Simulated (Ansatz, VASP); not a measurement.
## BaTiO3 in VASP and in Ansatz

Contents of INCAR:

```
PREC = Accurate ; ENCUT = 520
EDIFF = 1E-6 ; ISMEAR = 0
SIGMA = 0.05 ; LREAL = Auto
LASPH = T ; NELM = 150
ALGO = Normal ; ISIF = 2
LWAVE = F ; LCHARG = F
LMAXMIX = 4 ; LDAU = T
LDAUTYPE = 2 ; LDAUL = -1 2 -1
LDAUU = 0 4 0 ; LDAUJ = 0 0 0
LDAUPRINT = 1 ; GGA = PE
NBANDS = 73
```

KPOINTS

```
regular mesh
0
Gamma
  7 7 3
```

File POSCAR:

```
BaTiO3
1.0
    0.0000000000     -4.0288719406      0.0000000000
    0.0000000000      0.0000000000     -4.0288719406
   12.0866158219      0.0000000000      0.0000000000
Ba Ti O
3 3 9
Direct
    0.5000000000      0.5000000000      0.1666666667
    0.5000000000      0.5000000000      0.5000000000
    0.5000000000      0.5000000000      0.8333333333
    0.0000000000      1.0000000000      0.0000000000
    0.0000000000      1.0000000000      0.3333333333
    0.0000000000      1.0000000000      0.6666666667
    1.0000000000      0.0000000000      0.1666666667
    1.0000000000      0.0000000000      0.5000000000
    1.0000000000      0.0000000000      0.8333333333
    0.5000000000      0.0000000000      0.3333333333
    0.5000000000      0.0000000000      0.6666666667
    0.5000000000      0.0000000000      0.0000000000
    0.0000000000      0.5000000000      0.3333333333
    0.0000000000      0.5000000000      0.6666666667
    0.0000000000      0.5000000000      0.0000000000
```

Input for Ansatz:

```yaml
crystal:
  lattice:
    - [0.0, -4.0288719392, 0.0]
    - [0.0, 0.0, -4.0288719392]
    - [12.0866158175, 0.0, 0.0]
  atoms:
    - { symbol: Ba, position: [0.5, 0.5, 0.1666666667] }
    - { symbol: Ba, position: [0.5, 0.5, 0.5] }
    - { symbol: Ba, position: [0.5, 0.5, 0.8333333333] }
    - { symbol: Ti, position: [1.0, 1.0, 0.0] }
    - { symbol: Ti, position: [1.0, 1.0, 0.3333333333] }
    - { symbol: Ti, position: [1.0, 1.0, 0.6666666667] }
    - { symbol: O, position: [1.0, 0.0, 0.1666666667] }
    - { symbol: O, position: [1.0, 0.0, 0.5] }
    - { symbol: O, position: [1.0, 0.0, 0.8333333333] }
    - { symbol: O, position: [0.5, 1.0, 0.3333333333] }
    - { symbol: O, position: [0.5, 1.0, 0.6666666667] }
    - { symbol: O, position: [0.5, 1.0, 0.0] }
    - { symbol: O, position: [0.0, 0.5, 0.3333333333] }
    - { symbol: O, position: [0.0, 0.5, 0.6666666667] }
    - { symbol: O, position: [0.0, 0.5, 0.0] }
basis:
  ecutwfc: 420
kpoints:
  mp_grid: { grid: [7, 7, 3] }
hamiltonian:
  xc: pbe
  hubbard: { sites: [{ species: Ti, l: d, u_eff: 4.0 }] }
scf:
  occupations: { method: gaussian, width: 0.05 }
output:
  forces: true
  stress: true
  eigenvalues: true
```

Alike in both runs: task single point; functional PBE; k mesh 7 × 7 × 3; occupations gaussian, width 0.05 eV; no spin polarisation; Hubbard terms Ti d U = 4.0 eV.

```csv
,VASP,Ansatz
version,VASP 6.6.1,Ansatz 0.2.0
potentials or method,"VASP PAW PBE potentials, release 64 (Ba_sv, Ti_sv, O), cutoff 520 eV","scalar-relativistic, plane waves, PAW"
valence electrons in the cell,120,120
```

```csv
,VASP,Ansatz,Ansatz less VASP
gap on the k mesh at the Fermi level (eV),2.22,2.26,+0.042
least direct gap on the mesh (eV),2.38,2.38,+0.007
pressure (GPa),3.5,0.0,-3.45
```

The programs project onto different local orbitals, so the same U acts differently, and such runs can settle in different states.

Spin-orbit coupling is off throughout.
